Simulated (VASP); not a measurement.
Here is a VASP 6.6.1 calculation.

INCAR

```
PREC = Accurate ; ENCUT = 520
EDIFF = 1E-6 ; ISMEAR = -1
SIGMA = 0.05 ; LREAL = False
LASPH = True ; NELM = 100
ALGO = Normal ; ISIF = 2
LWAVE = False ; LCHARG = False
NBANDS = 32
```

Contents of KPOINTS:

```
regular mesh
0
Gamma
  10 10 7
```

POSCAR

```
PtPb
1.0
    4.2500008807      0.0000000000      0.0000000000
   -2.1250004404      3.6806087288      0.0000000000
    0.0000000000      0.0000000000      5.4014400000
Pt Pb
2 2
Direct
    0.3333333333      0.6666666667      0.2500000000
    0.6666666667      0.3333333333      0.7500000000
    0.0000000000      0.0000000000      0.0000000000
    0.0000000000      0.0000000000      0.5000000000
```

Potentials or basis: VASP PAW LDA potentials, release 64 (Pt, Pb_d).

Run with:

```console
$ cat potpaw_LDA.64/Pt/POTCAR potpaw_LDA.64/Pb_d/POTCAR > POTCAR
$ mpirun -np 1 vasp_std > vasp.out
```

Predict the pressure.

8.5 GPa.

What does it give for the band gap on the k mesh?

Zero (band 24 reaches 10.97 eV, above the bottom of band 25 at 8.09 eV).

Stress tensor (GPa, compression positive):
```
-0.85  0.00  0.00
 0.00 -0.85  0.00
 0.00  0.00 27.23
```

Caveat: the cell differs from its parent crystal (zz strain of -1 %); spin-orbit coupling is left out, which moves the levels of the heavy elements.
